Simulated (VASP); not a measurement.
# HOsPt3 (Pm-3m) in VASP: further runs

The runs below take HOsPt3 through single point, relaxation of cell and atoms, with PBE.

Program: VASP 6.6.1. These are calculated values, not measurements. Logs are shortened: lines on timing, memory, paths and dates and some standing lists are left out, and cuts for length are marked.

## 1. The cell of the first run

The structure is cubic, space group Pm-3m (No. 221). The conventional cell has a = 4.824 Å, b = 4.824 Å, c = 4.824 Å, α = 90.00°, β = 90.00°, γ = 90.00°. H (site symmetry m-3m) has 12 Pt at 3.41 Å and 8 Os at 4.18 Å within 4.5 Å. Within 3.2 Å of Os (site symmetry m-3m) lie 6 Pt at 2.41 Å. Pt (site symmetry 4/mmm) has 2 Os at 2.41 Å within 3.2 Å.

## 2. Single point, PBE

File INCAR:

```
PREC = Accurate ; ENCUT = 520
EDIFF = 1E-7 ; ISMEAR = 0
SIGMA = 0.1 ; LREAL = False
LASPH = True ; NELM = 100
ALGO = Normal ; ISIF = 2
LWAVE = False ; LCHARG = False
GGA = PE ; NBANDS = 28
```

File KPOINTS:

```
Automatic mesh
0
Gamma
  8 8 8
```

File POSCAR:

```
HOsPt3
1.0
    4.8235247917      0.0000000000      0.0000000000
    0.0000000000      4.8235247917      0.0000000000
    0.0000000000      0.0000000000      4.8235247917
H Os Pt
1 1 3
Direct
    0.0000000000      0.0000000000      0.0000000000
    0.5000000000      0.5000000000      0.5000000000
    0.5000000000      0.5000000000      0.0000000000
    0.0000000000      0.5000000000      0.5000000000
    0.5000000000      0.0000000000      0.5000000000
```

Potentials or basis: VASP PAW PBE potentials, release 64 (H, Os, Pt).

On the command line:

```console
$ cat potpaw_PBE.64/H/POTCAR potpaw_PBE.64/Os/POTCAR potpaw_PBE.64/Pt/POTCAR > POTCAR
$ mpirun -np 1 vasp_std > vasp.out
```

OUTCAR:

```text
PREC = Accurate
   ENCUT = 520
   EDIFF = 1E-7
   ISMEAR = 0
   LREAL = False
   LASPH = True
   NELM = 100
   ISIF = 2
   GGA = PE

 ion  position               nearest neighbor table
   1  0.000  0.000  0.000-
   2  0.500  0.500  0.500-   3 2.41   4 2.41   5 2.41   3 2.41   5 2.41   4 2.41
   3  0.500  0.500  0.000-   2 2.41   2 2.41   5 3.41   4 3.41   4 3.41   5 3.41   5 3.41   5 3.41
                             4 3.41   4 3.41
   4  0.000  0.500  0.500-   2 2.41   2 2.41   5 3.41   3 3.41   5 3.41   3 3.41   3 3.41   5 3.41
                             3 3.41   5 3.41
   5  0.500  0.000  0.500-   2 2.41   2 2.41   4 3.41   3 3.41   3 3.41   3 3.41   4 3.41   3 3.41
                             4 3.41   4 3.41

  LATTYP: Found a simple cubic cell.
 ALAT       =     4.8235247917

  Lattice vectors:

 A1 = (   4.8235247917,   0.0000000000,   0.0000000000)
 A2 = (   0.0000000000,   4.8235247917,   0.0000000000)
 A3 = (   0.0000000000,   0.0000000000,   4.8235247917)

Analysis of symmetry for initial positions (statically):
=====================================================================
 Subroutine PRICEL returns:
 Original cell was already a primitive cell.

 Routine SETGRP: Setting up the symmetry group for a
 simple cubic supercell.

 Subroutine GETGRP returns: Found 48 space group operations
 (whereof 48 operations were pure point group operations)
 out of a pool of 48 trial point group operations.

The static configuration has the point symmetry O_h .

Analysis of symmetry for dynamics (positions and initial velocities):
=====================================================================
 Subroutine PRICEL returns:
 Original cell was already a primitive cell.

 Routine SETGRP: Setting up the symmetry group for a
 simple cubic supercell.

 Subroutine GETGRP returns: Found 48 space group operations
 (whereof 48 operations were pure point group operations)
 out of a pool of 48 trial point group operations.

The dynamic configuration has the point symmetry O_h .

 Subroutine INISYM returns: Found 48 space group operations
 (whereof 48 operations are pure point group operations),
 and found     1 'primitive' translations

----------------------------------------------------------------------------------------

                                     Primitive cell

  volume of cell :     112.2260

  direct lattice vectors                    reciprocal lattice vectors
     4.823524792  0.000000000  0.000000000     0.207317272  0.000000000  0.000000000
     0.000000000  4.823524792  0.000000000     0.000000000  0.207317272  0.000000000
     0.000000000  0.000000000  4.823524792     0.000000000  0.000000000  0.207317272

  length of vectors
     4.823524792  4.823524792  4.823524792     0.207317272  0.207317272  0.207317272

  position of ions in fractional coordinates (direct lattice)
     0.000000000  0.000000000  0.000000000
     0.500000000  0.500000000  0.500000000
     0.500000000  0.500000000  0.000000000
     0.000000000  0.500000000  0.500000000
     0.500000000  0.000000000  0.500000000

  ion indices of the primitive-cell ions
   primitive index   ion index
                 1           1
                 2           2
                 3           3
                 4           4
                 5           5

----------------------------------------------------------------------------------------

 KPOINTS: Automatic mesh

Automatic generation of k-mesh.
 Grid dimensions read from file:
 generate k-points for:    8    8    8

 Generating k-lattice:

  Cartesian coordinates                     Fractional coordinates (reciprocal lattice)
     0.025914659  0.000000000  0.000000000     0.125000000  0.000000000  0.000000000
     0.000000000  0.025914659  0.000000000     0.000000000  0.125000000  0.000000000
     0.000000000  0.000000000  0.025914659     0.000000000  0.000000000  0.125000000

  Length of vectors
     0.025914659  0.025914659  0.025914659

  Shift w.r.t. Gamma in fractional coordinates (k-lattice)
     0.000000000  0.000000000  0.000000000

 Subroutine IBZKPT returns following result:
 ===========================================

 Found     35 irreducible k-points:

 Following reciprocal coordinates:
            Coordinates               Weight
  0.000000  0.000000  0.000000      1.000000
  0.125000  0.000000  0.000000      6.000000
  0.250000  0.000000  0.000000      6.000000
  0.375000  0.000000  0.000000      6.000000
  0.500000  0.000000  0.000000      3.000000
  0.125000  0.125000  0.000000     12.000000
[... 16 lines left out ...]
  0.375000  0.375000  0.125000     24.000000
  0.500000  0.375000  0.125000     24.000000
 [... further k-points ...]
   k-points           NKPTS =     35   k-points in BZ     NKDIM =     35   number of bands    NBANDS=     28
   number of dos      NEDOS =    301   number of ions     NIONS =      5
   total plane-waves  NPLWV =  46656
   dimension x,y,z NGX =    36 NGY =   36 NGZ =   36
   dimension x,y,z NGXF=    72 NGYF=   72 NGZF=   72
   ions per type =               1   1   3
   NGX,Y,Z   is equivalent  to a cutoff of  12.41, 12.41, 12.41 a.u.
   NGXF,Y,Z  is equivalent  to a cutoff of  24.82, 24.82, 24.82 a.u.
 SYSTEM =  unknown system
   PREC   = accura    normal or accurate (medium, high low for compatibility)
   ISTART =      0    job   : 0-new  1-cont  2-samecut
   ICHARG =      2    charge: 1-file 2-atom 10-const
   ISPIN  =      1    spin polarized calculation?
   LNONCOLLINEAR =      F non collinear calculations
   LSORBIT =      F    spin-orbit coupling
   LASPH  =      T    aspherical Exc in radial PAW
   ENCUT  =  520.0 eV  38.22 Ry    6.18 a.u.   8.97  8.97  8.97*2*pi/ulx,y,z
   NELM   =    100;   NELMIN=  2; NELMDL= -5     # of ELM steps
   EDIFF  = 0.1E-06   stopping-criterion for ELM
   LREAL  =      F    real-space projection
   EDIFFG = 0.1E-05   stopping-criterion for IOM
   NSW    =      0    number of steps for IOM
   IBRION =     -1    ionic relax: 0-MD 1-quasi-New 2-CG
   NFREE  =      0    steps in history (QN), initial steepest desc. (CG)
   ISIF   =      2    stress and relaxation
   ISYM   =      2    0-nonsym 1-usesym 2-fastsym
   POTIM  = 0.5000    time-step for ionic-motion
   TEBEG  =    0.0;   TEEND  =   0.0 temperature during run
   PSTRESS=    0.0 pullay stress
   NELECT =      39.0000    total number of electrons
   NUPDOWN=      -1.0000    fix difference up-down
   EMIN   =  10.00;   EMAX   =-10.00  energy-range for DOS
   EFERMI =   0.00;   METHOD = LEGACY
   ISMEAR =     0;   SIGMA  =   0.10  broadening in eV -4-tet -1-fermi 0-gaus
   EFERMI_NEDOS =   21; number of points for ismear=-14 and -15
   IALGO  =     38    algorithm
   IMIX   =      4    mixing-type and parameters
     AMIX     =   0.40;   BMIX     =  1.00
     AMIX_MAG =   1.60;   BMIX_MAG =  1.00
  volume/ion in A,a.u.               =      22.45       151.47
  Fermi-wavevector in a.u.,A,eV,Ry     =   1.150973  2.175024 18.024170  1.324739
  Thomas-Fermi vector in A             =   2.287634
   LORBIT       =      0    0 simple, 1 ext, 2 COOP (PROOUT), +10 PAW based schemes
   GGA     = PE    functional components
   LHFCALC =     F    Hartree Fock is set to
   AEXX    =    0.0000 exact exchange contribution
   IVDW    =     0    specifies the selected vdW correction
   LEPSILON=     F    determine dielectric tensor
   LRPA    =     F    only Hartree local field effects (RPA)
 non-spin polarized calculation
 Gauss-broadening in eV      SIGMA  =   0.10
  energy-cutoff  :      520.00
  volume of cell :      112.23
 maximum number of plane-waves:      3050
 NGX is ok and might be reduce to    36
   NGX = 17   NGY = 17   NGZ = 17

 number of electron      39.0000001 magnetization

 Free energy of the ion-electron system (eV)
  ---------------------------------------------------
  ext. energy  EPLUGINS =         0.00000000
  ---------------------------------------------------
  free energy    TOTEN  =       -23.53597048 eV

  energy without entropy =      -23.50990102  energy(sigma->0) =      -23.52293575

 E-fermi :   3.1059     XC(G=0):  -9.8266

 val. band max:        3.0923310489   @ k =   0.5000   0.3750   0.1250
 cond. band min:       3.1105666241   @ k =   0.5000   0.2500   0.1250
 fundamental gap:      0.0182355751
 Fermi energy:         3.1059283642

 k-point     1 :       0.0000    0.0000    0.0000
  band No.  band energies     occupation
      1      -4.7395      2.00000
      2      -3.5389      2.00000
      3      -3.5389      2.00000
      4      -2.5709      2.00000
      5      -2.5709      2.00000
      6      -2.5709      2.00000
[... 20 lines left out ...]
     27      10.2585      0.00000
     28      11.6378      0.00000

 k-point     2 :       0.1250    0.0000    0.0000
  band No.  band energies     occupation
      1      -4.6380      2.00000
      2      -3.5348      2.00000
      3      -3.3709      2.00000
      4      -2.5644      2.00000
      5      -2.4778      2.00000
      6      -2.4778      2.00000
[... 20 lines left out ...]
     27      10.2570      0.00000
     28      11.4182      0.00000

 k-point     3 :       0.2500    0.0000    0.0000
  band No.  band energies     occupation
      1      -4.4452      2.00000
      2      -3.5248      2.00000
      3      -2.7877      2.00000
      4      -2.5484      2.00000
      5      -2.2183      2.00000
      6      -2.2183      2.00000
[... 20 lines left out ...]
     27      10.7050      0.00000
     28      11.0063      0.00000

 k-point     4 :       0.3750    0.0000    0.0000
  band No.  band energies     occupation
      1      -4.3107      2.00000
      2      -3.5149      2.00000
      3      -2.5322      2.00000
      4      -1.8746      2.00000
      5      -1.8746      2.00000
      6      -1.7388      2.00000
[... 578 lines left out ...]
     27       9.8368      0.00000
     28      10.4806      0.00000

 k-point    23 :       0.3750    0.3750    0.1250
  band No.  band energies     occupation
      1      -3.6427      2.00000
      2      -1.9668      2.00000
      3      -1.7677      2.00000
      4      -1.6903      2.00000
      5      -1.5026      2.00000
      6      -0.9729      2.00000
[... 20 lines left out ...]
     27       9.3096      0.00000
     28      10.0596      0.00000

 k-point    24 :       0.5000    0.3750    0.1250
  band No.  band energies     occupation
      1      -3.6128      2.00000
      2      -1.8482      2.00000
      3      -1.6112      2.00000
      4      -1.5579      2.00000
      5      -1.0124      2.00000
      6      -0.3053      2.00000
[... 20 lines left out ...]
     27       9.3807      0.00000
     28       9.5935      0.00000

 [... further k-points ...]

------------------------ aborting loop because EDIFF is reached ----------------------------------------

  FORCE on cell =-STRESS in cart. coord.  units (eV):
  Direction    XX          YY          ZZ          XY          YZ          ZX
  --------------------------------------------------------------------------------------
  -------------------------------------------------------------------------------------
  Total       -0.2047061     -0.2047061     -0.2047061      0.0000000      0.0000000      0.0000000
  in kB       -2.9224543     -2.9224543     -2.9224543      0.0000000      0.0000000      0.0000000
  external PRESSURE =      -2.9224543 kB  Pullay stress =       0.0000000 kB

 VOLUME and BASIS-vectors are now :
 -----------------------------------------------------------------------------
  energy-cutoff  :      520.00
  volume of cell :      112.23
      direct lattice vectors                 reciprocal lattice vectors
     4.823524792  0.000000000  0.000000000     0.207317272  0.000000000  0.000000000
     0.000000000  4.823524792  0.000000000     0.000000000  0.207317272  0.000000000
     0.000000000  0.000000000  4.823524792     0.000000000  0.000000000  0.207317272

 POSITION                                       TOTAL-FORCE (eV/Angst)
 -----------------------------------------------------------------------------------
      0.00000      0.00000      0.00000         0.000000      0.000000      0.000000
      2.41176      2.41176      2.41176         0.000000      0.000000      0.000000
      2.41176      2.41176      0.00000         0.000000      0.000000      0.000000
      0.00000      2.41176      2.41176         0.000000      0.000000      0.000000
      2.41176      0.00000      2.41176         0.000000      0.000000      0.000000
 -----------------------------------------------------------------------------------
    total drift:                                0.000000      0.000000      0.000000

  FREE ENERGIE OF THE ION-ELECTRON SYSTEM (eV)
  ---------------------------------------------------
  free  energy   TOTEN  =       -23.5359704806 eV

  energy  without entropy=      -23.5099010185  energy(sigma->0) =      -23.52293575
```

It took 74 s on 1 thread of Intel Xeon Platinum 8488C (Sapphire Rapids), shared host; peak memory 0.27 GiB.

What came out:

- Free energy: -23.5360 eV
- Pressure: -0.3 GPa

Caveat: spin-orbit coupling is left out, which moves the levels of the heavy elements.

(Part 1 of 2 ends here.)
